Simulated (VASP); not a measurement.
# Au (Fm-3m) in VASP: a series of runs

Au is run at these levels: PBEsol; tasks: single point, relaxation of cell and atoms.

Everything below comes from runs of VASP 6.6.1. Logs are shortened: lines on timing, memory, paths and dates and some standing lists are left out, and cuts for length are marked.

### Step 1. The cell of the first run

Symmetry: Fm-3m, No. 225, cubic system. The conventional cell has a = 4.082 Å, b = 4.082 Å, c = 4.082 Å, α = 90.00°, β = 90.00°, γ = 90.00°. Au (site symmetry m-3m) has 12 Au at 2.89 Å within 3.8 Å.

### Step 2. Single point, PBEsol

INCAR

```
SYSTEM = Au
ALGO = Normal ; EDIFF = 1E-7
ENCUT = 520 ; GGA = PS
ISIF = 2 ; ISMEAR = 0
LASPH = .True. ; LCHARG = .False.
LREAL = .False. ; LWAVE = .False.
NBANDS = 12 ; NELM = 60
PREC = Accurate ; SIGMA = 0.05
```

KPOINTS

```
k-points
0
Gamma
  9 9 9
  0 0 0
```

POSCAR

```
Au
1.0
    0.0000000000      2.0411884567      2.0411884567
    2.0411884567      0.0000000000      2.0411884567
    2.0411884567      2.0411884567      0.0000000000
Au
1
Direct
    0.0000000000      0.0000000000      0.0000000000
```

Potentials or basis: VASP PAW PBE potentials, release 64 (Au).

Started as:

```bash
cat potpaw_PBE.64/Au/POTCAR > POTCAR
mpirun -np 1 vasp_std > vasp.out
```

OUTCAR:

```text
SYSTEM = Au
   EDIFF = 1E-7
   ENCUT = 520
   GGA = PS
   ISIF = 2
   ISMEAR = 0
   LASPH = .True.
   LREAL = .False.
   NELM = 60
   PREC = Accurate

 ion  position               nearest neighbor table
   1  0.000  0.000  0.000-

  LATTYP: Found a face centered cubic cell.
 ALAT       =     4.0823769134

  Lattice vectors:

 A1 = (   0.0000000000,   2.0411884567,   2.0411884567)
 A2 = (   2.0411884567,   0.0000000000,   2.0411884567)
 A3 = (   2.0411884567,   2.0411884567,   0.0000000000)

Analysis of symmetry for initial positions (statically):
=====================================================================
 Subroutine PRICEL returns:
 Original cell was already a primitive cell.

 Routine SETGRP: Setting up the symmetry group for a
 face centered cubic supercell.

 Subroutine GETGRP returns: Found 48 space group operations
[... 9 lines left out ...]

 Routine SETGRP: Setting up the symmetry group for a
 face centered cubic supercell.

 Subroutine GETGRP returns: Found 48 space group operations
[... 11 lines left out ...]
                                     Primitive cell

  volume of cell :      17.0090

  direct lattice vectors                    reciprocal lattice vectors
     0.000000000  2.041188457  2.041188457    -0.244955334  0.244955334  0.244955334
     2.041188457  0.000000000  2.041188457     0.244955334 -0.244955334  0.244955334
     2.041188457  2.041188457  0.000000000     0.244955334  0.244955334 -0.244955334

  length of vectors
     2.886676399  2.886676399  2.886676399     0.424275084  0.424275084  0.424275084

  position of ions in fractional coordinates (direct lattice)
     0.000000000  0.000000000  0.000000000

  ion indices of the primitive-cell ions
   primitive index   ion index
                 1           1

----------------------------------------------------------------------------------------

 KPOINTS: k-points

Automatic generation of k-mesh.
 Grid dimensions read from file:
 generate k-points for:    9    9    9

 Generating k-lattice:

  Cartesian coordinates                     Fractional coordinates (reciprocal lattice)
    -0.027217259  0.027217259  0.027217259     0.111111111  0.000000000  0.000000000
     0.027217259 -0.027217259  0.027217259     0.000000000  0.111111111  0.000000000
     0.027217259  0.027217259 -0.027217259     0.000000000  0.000000000  0.111111111

  Length of vectors
     0.047141676  0.047141676  0.047141676

  Shift w.r.t. Gamma in fractional coordinates (k-lattice)
     0.000000000  0.000000000  0.000000000

 Subroutine IBZKPT returns following result:
 ===========================================

 Found     35 irreducible k-points:

 Following reciprocal coordinates:
            Coordinates               Weight
  0.000000  0.000000  0.000000      1.000000
  0.111111  0.000000  0.000000      8.000000
  0.222222  0.000000  0.000000      8.000000
  0.333333  0.000000  0.000000      8.000000
  0.444444  0.000000  0.000000      8.000000
  0.111111  0.111111  0.000000      6.000000
[... 16 lines left out ...]
 -0.333333  0.333333  0.000000     12.000000
  0.444444  0.444444  0.000000      6.000000
 [... further k-points ...]
   k-points           NKPTS =     35   k-points in BZ     NKDIM =     35   number of bands    NBANDS=     12
   number of dos      NEDOS =    301   number of ions     NIONS =      1
   total plane-waves  NPLWV =  13824
   dimension x,y,z NGX =    24 NGY =   24 NGZ =   24
   dimension x,y,z NGXF=    48 NGYF=   48 NGZF=   48
   ions per type =               1
   NGX,Y,Z   is equivalent  to a cutoff of  13.82, 13.82, 13.82 a.u.
   NGXF,Y,Z  is equivalent  to a cutoff of  27.64, 27.64, 27.64 a.u.
 SYSTEM =  Au
   PREC   = accura    normal or accurate (medium, high low for compatibility)
   ISTART =      0    job   : 0-new  1-cont  2-samecut
   ICHARG =      2    charge: 1-file 2-atom 10-const
   ISPIN  =      1    spin polarized calculation?
   LNONCOLLINEAR =      F non collinear calculations
   LSORBIT =      F    spin-orbit coupling
   LASPH  =      T    aspherical Exc in radial PAW
   ENCUT  =  520.0 eV  38.22 Ry    6.18 a.u.   5.37  5.37  5.37*2*pi/ulx,y,z
   NELM   =     60;   NELMIN=  2; NELMDL= -5     # of ELM steps
   EDIFF  = 0.1E-06   stopping-criterion for ELM
   LREAL  =      F    real-space projection
   EDIFFG = 0.1E-05   stopping-criterion for IOM
   NSW    =      0    number of steps for IOM
   IBRION =     -1    ionic relax: 0-MD 1-quasi-New 2-CG
   NFREE  =      0    steps in history (QN), initial steepest desc. (CG)
   ISIF   =      2    stress and relaxation
   ISYM   =      2    0-nonsym 1-usesym 2-fastsym
   POTIM  = 0.5000    time-step for ionic-motion
   TEBEG  =    0.0;   TEEND  =   0.0 temperature during run
   PSTRESS=    0.0 pullay stress
   NELECT =      11.0000    total number of electrons
   NUPDOWN=      -1.0000    fix difference up-down
   EMIN   =  10.00;   EMAX   =-10.00  energy-range for DOS
   EFERMI =   0.00;   METHOD = LEGACY
   ISMEAR =     0;   SIGMA  =   0.05  broadening in eV -4-tet -1-fermi 0-gaus
   EFERMI_NEDOS =   21; number of points for ismear=-14 and -15
   IALGO  =     38    algorithm
   IMIX   =      4    mixing-type and parameters
     AMIX     =   0.40;   BMIX     =  1.00
     AMIX_MAG =   1.60;   BMIX_MAG =  1.00
  volume/ion in A,a.u.               =      17.01       114.78
  Fermi-wavevector in a.u.,A,eV,Ry     =   1.415726  2.675335 27.269897  2.004281
  Thomas-Fermi vector in A             =   2.537135
   LORBIT       =      0    0 simple, 1 ext, 2 COOP (PROOUT), +10 PAW based schemes
   GGA     = PS    functional components
   LHFCALC =     F    Hartree Fock is set to
   AEXX    =    0.0000 exact exchange contribution
   IVDW    =     0    specifies the selected vdW correction
   LEPSILON=     F    determine dielectric tensor
   LRPA    =     F    only Hartree local field effects (RPA)
 non-spin polarized calculation
 Gauss-broadening in eV      SIGMA  =   0.05
  energy-cutoff  :      520.00
  volume of cell :       17.01
 maximum number of plane-waves:       470
 NGX is ok and might be reduce to    24
   NGX = 11   NGY = 11   NGZ = 11

 number of electron      11.0000000 magnetization

 Free energy of the ion-electron system (eV)
  ---------------------------------------------------
  ext. energy  EPLUGINS =         0.00000000
  ---------------------------------------------------
  free energy    TOTEN  =        -3.94830702 eV

  energy without entropy =       -3.94812208  energy(sigma->0) =       -3.94821455

 E-fermi :   9.3112     XC(G=0): -12.8948

 val. band max:        8.9166865865   @ k =   0.4444   0.3333   0.0000
 cond. band min:       9.3350477112   @ k =   0.4444   0.4444   0.0000
 fundamental gap:      0.4183611247
 Fermi energy:         9.3112008973

 k-point     1 :       0.0000    0.0000    0.0000
  band No.  band energies     occupation
      1      -0.6302      2.00000
      2       4.6263      2.00000
      3       4.6263      2.00000
      4       4.6263      2.00000
      5       6.1604      2.00000
      6       6.1604      2.00000
      7      23.8097      0.00000
      8      27.8120      0.00000
      9      27.8120      0.00000
     10      27.8120      0.00000
     11      32.6845      0.00000
     12      37.3726      0.00000

 k-point     2 :       0.1111    0.0000    0.0000
  band No.  band energies     occupation
      1      -0.2061      2.00000
      2       4.4977      2.00000
      3       4.7626      2.00000
      4       4.7626      2.00000
      5       6.1072      2.00000
      6       6.1072      2.00000
      7      24.2347      0.00000
      8      25.6144      0.00000
      9      28.3083      0.00000
     10      28.3083      0.00000
     11      33.0871      0.00000
     12      35.3895      0.00000

 k-point     3 :       0.2222    0.0000    0.0000
  band No.  band energies     occupation
      1       0.8846      2.00000
      2       4.3962      2.00000
      3       4.9207      2.00000
      4       4.9207      2.00000
      5       6.2163      2.00000
      6       6.2163      2.00000
      7      21.5242      0.00000
      8      24.9938      0.00000
      9      29.2526      0.00000
     10      29.2526      0.00000
     11      30.9809      0.00000
     12      32.6569      0.00000

 k-point     4 :       0.3333    0.0000    0.0000
  band No.  band energies     occupation
      1       1.7950      2.00000
      2       4.7802      2.00000
      3       4.7802      2.00000
      4       5.3189      2.00000
      5       6.7735      2.00000
      6       6.7735      2.00000
      7      17.1631      0.00000
      8      24.1442      0.00000
      9      28.1343      0.00000
     10      28.1343      0.00000
     11      32.4590      0.00000
     12      32.7935      0.00000

 k-point     5 :       0.4444    0.0000    0.0000
  band No.  band energies     occupation
      1       1.9608      2.00000
      2       4.6142      2.00000
      3       4.6142      2.00000
      4       7.2906      2.00000
      5       7.2906      2.00000
      6       7.6028      2.00000
      7      13.2447      0.00000
      8      23.3543      0.00000
      9      26.6315      0.00000
     10      26.6315      0.00000
     11      34.0280      0.00000
     12      34.0280      0.00000

 k-point     6 :       0.1111    0.1111    0.0000
  band No.  band energies     occupation
      1      -0.0623      2.00000
      2       4.3383      2.00000
      3       4.8846      2.00000
      4       4.8846      2.00000
      5       5.8560      2.00000
      6       6.2864      2.00000
      7      24.4946      0.00000
      8      26.4584      0.00000
      9      27.3325      0.00000
     10      27.3325      0.00000
     11      34.3593      0.00000
     12      34.5635      0.00000

 k-point     7 :       0.2222    0.1111    0.0000
  band No.  band energies     occupation
      1       0.8345      2.00000
      2       4.0833      2.00000
      3       5.0499      2.00000
      4       5.1362      2.00000
      5       5.8074      2.00000
      6       6.4587      2.00000
      7      23.1675      0.00000
      8      25.3033      0.00000
      9      26.7821      0.00000
     10      28.3578      0.00000
     11      30.9356      0.00000
     12      33.5783      0.00000

 k-point     8 :       0.3333    0.1111    0.0000
  band No.  band energies     occupation
      1       1.9269      2.00000
      2       4.3008      2.00000
      3       4.7406      2.00000
      4       5.1114      2.00000
      5       6.6970      2.00000
      6       6.9226      2.00000
      7      18.8170      0.00000
      8      24.7775      0.00000
      9      26.0142      0.00000
     10      27.8224      0.00000
     11      31.9711      0.00000
     12      33.3465      0.00000
[... 166 lines left out ...]
 k-point    20 :       0.3333    0.3333    0.0000
  band No.  band energies     occupation
      1       2.4220      2.00000
      2       3.0006      2.00000
      3       6.2672      2.00000
      4       6.6653      2.00000
      5       6.6653      2.00000
      6       7.0144      2.00000
      7      21.4471      0.00000
      8      21.7062      0.00000
      9      21.7062      0.00000
     10      25.8061      0.00000
     11      27.9324      0.00000
     12      37.4339      0.00000

 k-point    21 :       0.4444    0.3333    0.0000
  band No.  band energies     occupation
      1       2.5540      2.00000
      2       2.9239      2.00000
      3       6.1172      2.00000
      4       6.6724      2.00000
      5       7.4520      2.00000
      6       8.9167      2.00000
      7      17.6226      0.00000
      8      20.0315      0.00000
      9      20.8921      0.00000
     10      26.8617      0.00000
     11      29.2979      0.00000
     12      36.5601      0.00000

 k-point    22 :      -0.4444    0.3333    0.0000
  band No.  band energies     occupation
      1       2.7680      2.00000
      2       3.3429      2.00000
      3       5.5685      2.00000
      4       6.4147      2.00000
      5       7.4065      2.00000
      6      12.0610      0.00000
      7      14.2663      0.00000
      8      18.0183      0.00000
      9      21.5756      0.00000
     10      26.8852      0.00000
     11      32.3094      0.00000
     12      35.5872      0.00000

 k-point    23 :      -0.3333    0.3333    0.0000
  band No.  band energies     occupation
      1       3.1356      2.00000
      2       3.9458      2.00000
      3       4.8141      2.00000
      4       6.0428      2.00000
      5       6.9181      2.00000
      6      11.7131      0.00000
      7      15.7325      0.00000
      8      16.4440      0.00000
      9      23.5869      0.00000
     10      26.2810      0.00000
     11      34.5357      0.00000
     12      35.0343      0.00000

 k-point    24 :       0.4444    0.4444    0.0000
  band No.  band energies     occupation
      1       2.2697      2.00000
      2       2.6007      2.00000
      3       7.2883      2.00000
      4       7.5511      2.00000
      5       7.5511      2.00000
      6       9.3350      0.50000
      7      16.2439      0.00000
      8      19.5729      0.00000
      9      19.5729      0.00000
     10      26.3841      0.00000
     11      28.9905      0.00000
     12      37.0053      0.00000

 [... further k-points ...]
[... 5 lines left out ...]
  --------------------------------------------------------------------------------------
  -------------------------------------------------------------------------------------
  Total       -0.0310861     -0.0310861     -0.0310861      0.0000000      0.0000000      0.0000000
  in kB       -2.9281782     -2.9281782     -2.9281782      0.0000000      0.0000000      0.0000000
  external PRESSURE =      -2.9281782 kB  Pullay stress =       0.0000000 kB

 VOLUME and BASIS-vectors are now :
 -----------------------------------------------------------------------------
  energy-cutoff  :      520.00
  volume of cell :       17.01
      direct lattice vectors                 reciprocal lattice vectors
     0.000000000  2.041188457  2.041188457    -0.244955334  0.244955334  0.244955334
     2.041188457  0.000000000  2.041188457     0.244955334 -0.244955334  0.244955334
     2.041188457  2.041188457  0.000000000     0.244955334  0.244955334 -0.244955334

 POSITION                                       TOTAL-FORCE (eV/Angst)
 -----------------------------------------------------------------------------------
      0.00000      0.00000      0.00000         0.000000      0.000000      0.000000
 -----------------------------------------------------------------------------------
    total drift:                               -0.000000      0.000000     -0.000000

  FREE ENERGIE OF THE ION-ELECTRON SYSTEM (eV)
  ---------------------------------------------------
  free  energy   TOTEN  =        -3.9483070157 eV

  energy  without entropy=       -3.9481220758  energy(sigma->0) =       -3.94821455
```

Wall time 18 s (1 thread of AMD EPYC 7R13, shared host); peak memory 0.11 GiB.

What came out:

| Property | Result |
| --- | --- |
| Free energy | -3.9483 eV |
| Pressure | -0.3 GPa |

Levels at points of the mesh, in eV from the Fermi level:
| k point | band 2 | band 3 | band 4 | band 5 | band 6 | band 7 | band 8 | band 9 | band 10 | band 11 |
| --- | --- | --- | --- | --- | --- | --- | --- | --- | --- | --- |
| (0.00, 0.00, 0.00) | -4.68 | -4.68 | -4.68 | -3.15 | -3.15 | 14.50 | 18.50 | 18.50 | 18.50 | 23.37 |

Caveat: the PAW data sets were made with another functional, which shifts forces and pressure a little; spin-orbit coupling is left out, which moves the levels of the heavy elements.

### Step 3. Relaxation of cell and atoms, PBEsol

This run uses another cell than the first one, of 16.85 Å³/atom, 0.991 times its volume.

INCAR

```
SYSTEM = Au
  PREC = Accurate
  ENCUT = 600
  EDIFF = 1E-6
  ISMEAR = 0
  SIGMA = 0.05
  LREAL = .False.
  LASPH = .True.
  NELM = 80
  ALGO = Normal
  ISIF = 3
  LWAVE = .False.
  LCHARG = .False.
  GGA = PS
  IBRION = 2
  NSW = 80
  EDIFFG = -0.02
```

KPOINTS

```
regular mesh
0
Gamma
  9 9 9
  0 0 0
```

POSCAR

```
Au
1.0
    0.0000000000      2.0350000000      2.0350000000
    2.0350000000      0.0000000000      2.0350000000
    2.0350000000      2.0350000000      0.0000000000
Au
1
Direct
    0.0000000000      0.0000000000      0.0000000000
```

Potentials or basis: VASP PAW PBE potentials, release 64 (Au).

Started as:

```bash
cat potpaw_PBE.64/Au/POTCAR > POTCAR
mpirun -np 1 vasp_std > vasp.out
```

It took 30 s on 1 thread of AMD EPYC 7R13, shared host; peak memory 0.12 GiB.

Results (log left out):

```yaml
Free_energy: -3.9482 eV
Relaxed_volume: 16.99 Å³/atom
Relaxed_cell: a = 2.886 Å, b = 2.886 Å, c = 2.886 Å, α = 60.00°, β = 60.00°, γ = 60.00°
Space_group_after_relaxing_to_0.05_Å: Fm-3m (No. 225)
Energy_gained_by_relaxing: 0.6 meV/atom
Ionic_steps: 3
Pressure_after_relaxing: 0.0 GPa
```

The path:
```
step  energy change (eV)  largest force (eV/Å)  pressure (GPa)  volume (Å³)
   1              0.0000                0.0000            1.45        16.85
   2              0.0012                0.0000           -2.37        17.23
   3             -0.0006                0.0000            0.00        16.99
```

Final structure:
```yaml
crystal:
  lattice:
    - [0.00000, 2.04042, 2.04042]
    - [2.04042, 0.00000, 2.04042]
    - [2.04042, 2.04042, 0.00000]
  atoms:
    - { symbol: Au, position: [0.00000, 0.00000, 0.00000] }
```

Levels at points of the mesh, in eV from the Fermi level:
```
           k point  band 3  band 4  band 5  band 6  band 7  band 8  band 9
(0.00, 0.00, 0.00)   -4.69   -4.69   -3.15   -3.15   14.50   18.51   18.51
```

Caveat: the PAW data sets were made with another functional, which shifts forces and pressure a little; spin-orbit coupling is left out, which moves the levels of the heavy elements. Zero-point motion and thermal expansion aren't in these numbers.
